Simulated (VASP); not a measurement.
# SiC (P6_3mc) in VASP: further runs

Runs on SiC. Level: PBEsol. Tasks: single point.

All numbers are computed with VASP 6.6.1; they aren't measurements. Logs are shortened: lines on timing, memory, paths and dates and some standing lists are left out, and cuts for length are marked.

### Step 1. The cell of the first run

The structure is hexagonal, space group P6_3mc (No. 186). Conventional cell: a = 3.046 Å, b = 3.046 Å, c = 4.997 Å, α = 90.00°, β = 90.00°, γ = 120.00°. Si (site symmetry 3m) has 4 C at 1.86 to 1.88 Å within 2.5 Å. C (site symmetry 3m) has 4 Si at 1.86 to 1.88 Å within 2.5 Å.

### Step 2. Single point, PBEsol

File INCAR:

```
SYSTEM = SiC
  ALGO = Normal
  EDIFF = 1E-7
  ENCUT = 520
  GGA = PS
  ISIF = 2
  ISMEAR = 0
  LASPH = .TRUE.
  LCHARG = .TRUE.
  LELF = .TRUE.
  LREAL = .FALSE.
  LVHAR = .TRUE.
  LWAVE = .FALSE.
  NBANDS = 16
  NELM = 60
  PREC = Accurate
  SIGMA = 0.01
```

File KPOINTS:

```
k-points
0
G
  8 8 6
  0 0 0
```

File POSCAR:

```
SiC
1.0
    3.0459745219      0.0000000000      0.0000000000
   -1.5229872609      2.6378913152      0.0000000000
    0.0000000000      0.0000000000      4.9969168690
Si C
2 2
Direct
    0.3333333333      0.6666666667      0.0045956908
    0.6666666667      0.3333333333      0.5045956908
    0.3333333333      0.6666666667      0.3804043092
    0.6666666667      0.3333333333      0.8804043092
```

Potentials or basis: VASP PAW PBE potentials, release 64 (Si, C).

Command:

```sh
cat potpaw_PBE.64/Si/POTCAR potpaw_PBE.64/C/POTCAR > POTCAR
mpirun -np 1 vasp_std > vasp.out
```

OUTCAR:

```text
SYSTEM = SiC
   EDIFF = 1E-7
   ENCUT = 520
   GGA = PS
   ISIF = 2
   ISMEAR = 0
   LASPH = .TRUE.
   LREAL = .FALSE.
   NELM = 60
   PREC = Accurate

 ion  position               nearest neighbor table
   1  0.333  0.667  0.005-   4 1.86   4 1.86   4 1.86   3 1.88   2 3.06   2 3.06   2 3.06   2 3.06
                             2 3.06   2 3.06
   2  0.667  0.333  0.505-   3 1.86   3 1.86   3 1.86   4 1.88   1 3.06   1 3.06   1 3.06   1 3.06
                             1 3.06   1 3.06
   3  0.333  0.667  0.380-   2 1.86   2 1.86   2 1.86   1 1.88
   4  0.667  0.333  0.880-   1 1.86   1 1.86   1 1.86   2 1.88

  LATTYP: Found a hexagonal cell.
 ALAT       =     3.0459745219
 C/A-ratio  =     1.6404985771

  Lattice vectors:

 A1 = (   3.0459745219,   0.0000000000,   0.0000000000)
 A2 = (  -1.5229872609,   2.6378913152,   0.0000000000)
 A3 = (   0.0000000000,   0.0000000000,   4.9969168690)

Analysis of symmetry for initial positions (statically):
=====================================================================
 Subroutine PRICEL returns:
 Original cell was already a primitive cell.

 Routine SETGRP: Setting up the symmetry group for a
 hexagonal supercell.

 Subroutine GETGRP returns: Found 12 space group operations
 (whereof  6 operations were pure point group operations)
 out of a pool of 24 trial point group operations.

The static configuration has the point symmetry C_3v.
 The point group associated with its full space group is C_6v.

Analysis of symmetry for dynamics (positions and initial velocities):
=====================================================================
 Subroutine PRICEL returns:
 Original cell was already a primitive cell.

 Routine SETGRP: Setting up the symmetry group for a
 hexagonal supercell.

 Subroutine GETGRP returns: Found 12 space group operations
 (whereof  6 operations were pure point group operations)
 out of a pool of 24 trial point group operations.

The dynamic configuration has the point symmetry C_3v.
 The point group associated with its full space group is C_6v.

 Subroutine INISYM returns: Found 12 space group operations
 (whereof  6 operations are pure point group operations),
 and found     1 'primitive' translations

[... 92 lines left out ...]
   ISPIN  =      1    spin polarized calculation?
   LNONCOLLINEAR =      F non collinear calculations
   LSORBIT =      F    spin-orbit coupling
   LASPH  =      T    aspherical Exc in radial PAW
   ENCUT  =  520.0 eV  38.22 Ry    6.18 a.u.   5.66  5.66  9.29*2*pi/ulx,y,z
   NELM   =     60;   NELMIN=  2; NELMDL= -5     # of ELM steps
   EDIFF  = 0.1E-06   stopping-criterion for ELM
   LREAL  =      F    real-space projection
   EDIFFG = 0.1E-05   stopping-criterion for IOM
   NSW    =      0    number of steps for IOM
   IBRION =     -1    ionic relax: 0-MD 1-quasi-New 2-CG
   NFREE  =      0    steps in history (QN), initial steepest desc. (CG)
   ISIF   =      2    stress and relaxation
   ISYM   =      2    0-nonsym 1-usesym 2-fastsym
   POTIM  = 0.5000    time-step for ionic-motion
   TEBEG  =    0.0;   TEEND  =   0.0 temperature during run
   PSTRESS=    0.0 pullay stress
   NELECT =      16.0000    total number of electrons
   NUPDOWN=      -1.0000    fix difference up-down
   EMIN   =  10.00;   EMAX   =-10.00  energy-range for DOS
   EFERMI =   0.00;   METHOD = LEGACY
   ISMEAR =     0;   SIGMA  =   0.01  broadening in eV -4-tet -1-fermi 0-gaus
   EFERMI_NEDOS =   21; number of points for ismear=-14 and -15
   IALGO  =     38    algorithm
   IMIX   =      4    mixing-type and parameters
     AMIX     =   0.40;   BMIX     =  1.00
     AMIX_MAG =   1.60;   BMIX_MAG =  1.00
  volume/ion in A,a.u.               =      10.04        67.74
  Fermi-wavevector in a.u.,A,eV,Ry     =   1.204721  2.276592 19.746844  1.451352
  Thomas-Fermi vector in A             =   2.340438
   LORBIT       =      0    0 simple, 1 ext, 2 COOP (PROOUT), +10 PAW based schemes
   GGA     = PS    functional components
   LHFCALC =     F    Hartree Fock is set to
   AEXX    =    0.0000 exact exchange contribution
   IVDW    =     0    specifies the selected vdW correction
   LEPSILON=     F    determine dielectric tensor
   LRPA    =     F    only Hartree local field effects (RPA)
 non-spin polarized calculation
 Gauss-broadening in eV      SIGMA  =   0.01
  energy-cutoff  :      520.00
  volume of cell :       40.15
 maximum number of plane-waves:      1099
 NGX is ok and might be reduce to    24
   NGX = 11   NGY = 11   NGZ = 19

 number of electron      15.9999998 magnetization

 Free energy of the ion-electron system (eV)
  ---------------------------------------------------
  ext. energy  EPLUGINS =         0.00000000
  ---------------------------------------------------
  free energy    TOTEN  =       -31.79199601 eV

  energy without entropy =      -31.79199601  energy(sigma->0) =      -31.79199601

 E-fermi :   8.6680     XC(G=0): -11.6277

 val. band max:        8.5506979075   @ k =   0.0000   0.0000   0.0000
 cond. band min:      10.8789315694   @ k =   0.3750   0.2500   0.0000
 fundamental gap:      2.3282336619
 Fermi energy:         8.6679926617

 k-point     1 :       0.0000    0.0000    0.0000
  band No.  band energies     occupation
      1      -7.2798      2.00000
      2      -3.5593      2.00000
      3      -0.3857      2.00000
      4       7.2129      2.00000
      5       7.2129      2.00000
      6       8.4381      2.00000
[... 433 lines left out ...]
      3       0.8332      2.00000
      4       2.1208      2.00000
      5       4.4133      2.00000
      6       5.7741      2.00000
[... 8 lines left out ...]
     15      20.4631      0.00000
     16      20.7552      0.00000

 [... further k-points ...]
[... 5 lines left out ...]
  --------------------------------------------------------------------------------------
  -------------------------------------------------------------------------------------
  Total        1.8484056      1.8484056      1.8516145      0.0000000      0.0000000      0.0000000
  in kB       73.7602840     73.7602840     73.8883343      0.0000000      0.0000000      0.0000000
  external PRESSURE =      73.8029674 kB  Pullay stress =       0.0000000 kB

 VOLUME and BASIS-vectors are now :
 -----------------------------------------------------------------------------
  energy-cutoff  :      520.00
  volume of cell :       40.15
      direct lattice vectors                 reciprocal lattice vectors
     3.045974522  0.000000000  0.000000000     0.328302155  0.189545338  0.000000000
    -1.522987261  2.637891315  0.000000000     0.000000000  0.379090675  0.000000000
     0.000000000  0.000000000  4.996916869     0.000000000  0.000000000  0.200123401

 POSITION                                       TOTAL-FORCE (eV/Angst)
 -----------------------------------------------------------------------------------
     -0.00000      1.75859      0.02296        -0.000000      0.000000      0.000439
      1.52299      0.87930      2.52142        -0.000000     -0.000000      0.000439
     -0.00000      1.75859      1.90085         0.000000     -0.000000     -0.000439
      1.52299      0.87930      4.39931        -0.000000      0.000000     -0.000439
 -----------------------------------------------------------------------------------
    total drift:                               -0.000000      0.000000     -0.000248

  FREE ENERGIE OF THE ION-ELECTRON SYSTEM (eV)
  ---------------------------------------------------
  free  energy   TOTEN  =       -31.7919960078 eV

  energy  without entropy=      -31.7919960078  energy(sigma->0) =      -31.79199601
```

OSZICAR:

```text
N       E                     dE             d eps       ncg     rms          rms(c)
DAV:   1     0.250030503478E+02    0.25003E+02   -0.71909E+03  1280   0.897E+02
DAV:   2    -0.330376990165E+02   -0.58041E+02   -0.52808E+02  1832   0.162E+02
DAV:   3    -0.355583457492E+02   -0.25206E+01   -0.25103E+01  1760   0.306E+01
DAV:   4    -0.355758126431E+02   -0.17467E-01   -0.17466E-01  1496   0.314E+00
DAV:   5    -0.355759686070E+02   -0.15596E-03   -0.15596E-03  1720   0.281E-01    0.128E+01
DAV:   6    -0.319457959340E+02    0.36302E+01   -0.61540E+00  1624   0.153E+01    0.595E+00
DAV:   7    -0.318245033705E+02    0.12129E+00   -0.11284E+00  1816   0.620E+00    0.247E+00
DAV:   8    -0.317954824488E+02    0.29021E-01   -0.58008E-02  1504   0.146E+00    0.608E-01
DAV:   9    -0.317918535561E+02    0.36289E-02   -0.72352E-03  1648   0.573E-01    0.111E-01
DAV:  10    -0.317919900595E+02   -0.13650E-03   -0.66581E-04  1536   0.154E-01    0.518E-02
DAV:  11    -0.317919958432E+02   -0.57837E-05   -0.31859E-05  1648   0.423E-02    0.116E-02
DAV:  12    -0.317919959981E+02   -0.15494E-06   -0.29671E-06  1552   0.108E-02    0.381E-03
DAV:  13    -0.317919960078E+02   -0.96611E-08   -0.67214E-07  1664   0.504E-03
   1 F= -.31791996E+02 E0= -.31791996E+02  d E =-.521695E-64
```

Run time: 10 s. Hardware: 1 thread of Intel Xeon 6975P-C (Granite Rapids), shared host; peak memory 0.16 GiB.

What came out:

| Quantity | Value |
| --- | --- |
| Free energy | -31.7920 eV |
| Pressure | 7.4 GPa |
| Band gap on the k mesh | 2.33 eV, indirect (least direct gap 3.91 eV) |

Caveat: the PAW data sets were made with another functional, which shifts forces and pressure a little.

### Step 3. Single point, PBEsol

This run uses another cell than the first one, of 9.92 Å³/atom, 0.988 times its volume.

File INCAR:

```
  ALGO = Normal
  EDIFF = 1E-6
  ENCUT = 520
  GGA = PS
  ISIF = 2
  ISMEAR = 0
  LASPH = T
  LCHARG = F
  LREAL = F
  LWAVE = F
  NBANDS = 16
  NELM = 60
  PREC = Accurate
  SIGMA = 0.01
```

File KPOINTS:

```
k-points
0
Gamma
  8 8 6
```

File POSCAR:

```
SiC
1.0
    3.0341541604      0.0000000000      0.0000000000
   -1.5170770802      2.6276545819      0.0000000000
    0.0000000000      0.0000000000      4.9769980208
Si C
2 2
Direct
    0.3333333333      0.6666666667      0.0045992656
    0.6666666667      0.3333333333      0.5045992656
    0.3333333333      0.6666666667      0.3804007344
    0.6666666667      0.3333333333      0.8804007344
```

Potentials or basis: VASP PAW PBE potentials, release 64 (Si, C).

Command:

```sh
cat potpaw_PBE.64/Si/POTCAR potpaw_PBE.64/C/POTCAR > POTCAR
mpirun -np 1 vasp_std > vasp.out
```

It took 9.3 s on 1 thread of Intel Xeon 6975P-C (Granite Rapids), shared host; peak memory 0.15 GiB.

Results (log left out):

```yaml
Free_energy: -31.7659 eV
Pressure: 10.4 GPa
Band_gap_on_the_k_mesh: 2.31 eV, indirect (least direct gap 3.93 eV)
```

Levels at points of the mesh, in eV from the valence-band top:
| k point | band 4 | band 5 | band 6 | band 7 | band 8 | band 9 | band 10 | band 11 | band 12 | band 13 |
| --- | --- | --- | --- | --- | --- | --- | --- | --- | --- | --- |
| (0.00, 0.00, 0.00) | -1.34 | -1.34 | -0.11 | 0.00 | 0.00 | 5.08 | 6.59 | 6.84 | 6.84 | 8.04 |
| (0.50, 0.00, 0.00) | -6.41 | -5.62 | -3.46 | -3.43 | -1.21 | 2.72 | 4.16 | 7.11 | 7.20 | 10.38 |
| (0.00, 0.00, 0.50) | -4.54 | -0.72 | -0.72 | -0.72 | -0.72 | 6.18 | 6.18 | 7.49 | 7.49 | 7.49 |
| (0.50, 0.00, 0.50) | -8.51 | -2.52 | -2.52 | -2.38 | -2.38 | 3.26 | 3.26 | 5.34 | 5.34 | 10.59 |

Caveat: the PAW data sets were made with another functional, which shifts forces and pressure a little. PBEsol gaps usually lie below the measured ones, often by a third to a half.

### Step 4. Single point, PBEsol

This run uses another cell than the first one, of 10.29 Å³/atom, 1.026 times its volume.

File INCAR:

```
PREC = Accurate
ENCUT = 520
EDIFF = 1E-6
ISMEAR = 0
SIGMA = 0.01
LREAL = F
LASPH = T
NELM = 100
ALGO = Normal
ISIF = 2
LWAVE = F
LCHARG = F
GGA = PS
NBANDS = 16
```

File KPOINTS:

```
regular mesh
0
Gamma
  8 8 6
```

File POSCAR:

```
SiC
1.0
    3.0714579998      0.0000000000      0.0000000000
   -1.5357289999      2.6599606544      0.0000000000
    0.0000000000      0.0000000000      5.0401623765
Si C
2 2
Direct
    0.3333333333      0.6666666667      0.0045890103
    0.6666666667      0.3333333333      0.5045890103
    0.3333333333      0.6666666667      0.3804109897
    0.6666666667      0.3333333333      0.8804109897
```

Command:

```sh
cat potpaw_PBE.64/Si/POTCAR potpaw_PBE.64/C/POTCAR > POTCAR
mpirun -np 1 vasp_std > vasp.out
```

It took 10 s on 1 thread of Intel Xeon 6975P-C (Granite Rapids), shared host; peak memory 0.15 GiB.

It converged, with:

* Free energy: -31.8199 eV
* Pressure: 1.3 GPa
* Band gap on the k mesh: 2.37 eV, indirect (least direct gap 3.86 eV)

Levels at points of the mesh, in eV from the valence-band top:
```tsv
k point	band 6	band 7	band 8	band 9	band 10	band 11
(0.00, 0.00, 0.00)	-0.11	0.00	0.00	4.78	6.20	6.62
(0.50, 0.00, 0.00)	-3.36	-3.35	-1.20	2.66	4.13	6.83
(0.00, 0.00, 0.50)	-0.72	-0.72	-0.72	5.86	5.86	7.30
(0.50, 0.00, 0.50)	-2.47	-2.35	-2.35	3.18	3.18	5.18
```

Caveat: the PAW data sets were made with another functional, which shifts forces and pressure a little.

### Step 5. Single point, PBEsol

This run uses another cell than the first one, of 10.25 Å³/atom, 1.021 times its volume.

File INCAR:

```
  PREC = Accurate
  ENCUT = 520
  EDIFF = 1E-6
  ISMEAR = 0
  SIGMA = 0.01
  LREAL = False
  LASPH = True
  NELM = 80
  ALGO = Normal
  ISIF = 2
  LWAVE = False
  LCHARG = True
  GGA = PS
  LELF = True
  LVHAR = True
  NBANDS = 16
```

File KPOINTS:

```
Automatic mesh
0
Gamma
  8 8 6
```

File POSCAR:

```
SiC
1.0
    3.0670539472      0.0000000000      0.0000000000
   -1.5335269736      2.6561466330      0.0000000000
    0.0000000000      0.0000000000      5.0326745675
Si C
2 2
Direct
    0.3333333333      0.6666666667      0.0045910039
    0.6666666667      0.3333333333      0.5045910039
    0.3333333333      0.6666666667      0.3804089961
    0.6666666667      0.3333333333      0.8804089961
```

Command:

```sh
cat potpaw_PBE.64/Si/POTCAR potpaw_PBE.64/C/POTCAR > POTCAR
mpirun -np 1 vasp_std > vasp.out
```

It took 9.1 s on 1 thread of Intel Xeon 6975P-C (Granite Rapids), shared host; peak memory 0.16 GiB.

Results (log left out):

- Free energy: -31.8178 eV
- Pressure: 2.3 GPa
- Band gap on the k mesh: 2.36 eV, indirect (least direct gap 3.87 eV)

Levels at points of the mesh, in eV from the valence-band top:
| k point | band 5 | band 6 | band 7 | band 8 | band 9 | band 10 | band 11 | band 12 |
| --- | --- | --- | --- | --- | --- | --- | --- | --- |
| (0.00, 0.00, 0.00) | -1.33 | -0.11 | 0.00 | 0.00 | 4.81 | 6.25 | 6.64 | 6.64 |
| (0.50, 0.00, 0.00) | -5.51 | -3.37 | -3.36 | -1.20 | 2.66 | 4.13 | 6.87 | 7.08 |
| (0.00, 0.00, 0.50) | -0.72 | -0.72 | -0.72 | -0.72 | 5.90 | 5.90 | 7.32 | 7.32 |
| (0.50, 0.00, 0.50) | -2.47 | -2.47 | -2.35 | -2.35 | 3.19 | 3.19 | 5.20 | 5.20 |

Caveat: the PAW data sets were made with another functional, which shifts forces and pressure a little.

### Step 6. Single point, PBEsol

This run uses another cell than the first one, of 10.16 Å³/atom, 1.012 times its volume.

File INCAR:

```
  PREC = Accurate
  ENCUT = 520
  EDIFF = 1E-6
  ISMEAR = 0
  SIGMA = 0.01
  LREAL = F
  LASPH = T
  NELM = 80
  ALGO = Normal
  ISIF = 2
  LWAVE = F
  LCHARG = T
  GGA = PS
  LELF = T
  LVHAR = T
  NBANDS = 16
```

File KPOINTS:

```
regular mesh
0
Gamma
  8 8 6
```

File POSCAR:

```
SiC
1.0
    3.0584068869      0.0000000000      0.0000000000
   -1.5292034435      2.6486580592      0.0000000000
    0.0000000000      0.0000000000      5.0179734680
Si C
2 2
Direct
    0.3333333333      0.6666666667      0.0045948960
    0.6666666667      0.3333333333      0.5045948960
    0.3333333333      0.6666666667      0.3804051040
    0.6666666667      0.3333333333      0.8804051040
```

Potentials or basis: VASP PAW PBE potentials, release 64 (Si, C).

Command:

```sh
cat potpaw_PBE.64/Si/POTCAR potpaw_PBE.64/C/POTCAR > POTCAR
mpirun -np 1 vasp_std > vasp.out
```

Run time: 8.9 s. Hardware: 1 thread of Intel Xeon 6975P-C (Granite Rapids), shared host; peak memory 0.16 GiB.

It converged, with:

```
Free energy            : -31.8104 eV
Pressure               : 4.4 GPa
Band gap on the k mesh : 2.35 eV, indirect (least direct gap 3.88 eV)
```

Levels at points of the mesh, in eV from the valence-band top:
```
           k point  band 4  band 5  band 6  band 7  band 8  band 9  band 10  band 11  band 12  band 13
(0.00, 0.00, 0.00)   -1.33   -1.33   -0.11    0.00    0.00    4.88     6.34     6.69     6.69     7.83
(0.50, 0.00, 0.00)   -6.35   -5.54   -3.39   -3.38   -1.20    2.68     4.14     6.93     7.11    10.16
(0.00, 0.00, 0.50)   -4.50   -0.72   -0.72   -0.72   -0.72    5.97     5.97     7.36     7.36     7.36
(0.50, 0.00, 0.50)   -8.40   -2.49   -2.49   -2.36   -2.36    3.21     3.21     5.23     5.23    10.42
```

Caveat: the PAW data sets were made with another functional, which shifts forces and pressure a little.

### Step 7. Overview

```tsv
cell	gap on the mesh (eV)	pressure (GPa)
a = 3.046, b = 3.046, c = 4.997 Å, angles 90.0, 90.0, 120.0°, 4 atoms	2.33	7.4
a = 3.034, b = 3.034, c = 4.977 Å, angles 90.0, 90.0, 120.0°, 4 atoms	2.31	10.4
a = 3.071, b = 3.071, c = 5.040 Å, angles 90.0, 90.0, 120.0°, 4 atoms	2.37	1.3
a = 3.067, b = 3.067, c = 5.033 Å, angles 90.0, 90.0, 120.0°, 4 atoms	2.36	2.3
a = 3.058, b = 3.058, c = 5.018 Å, angles 90.0, 90.0, 120.0°, 4 atoms	2.35	4.4
```

Alike in all rows: task single point; level PBEsol; potentials or basis VASP PAW PBE potentials, release 64 (Si, C); no spin polarisation; k mesh 8 × 8 × 6; cutoff (eV) 520; smearing gaussian 0.01 eV.

Caveats: the PAW data sets were made with another functional, which shifts forces and pressure a little.

Total energies depend on the potentials used, so only differences within one code and one set of settings carry meaning.
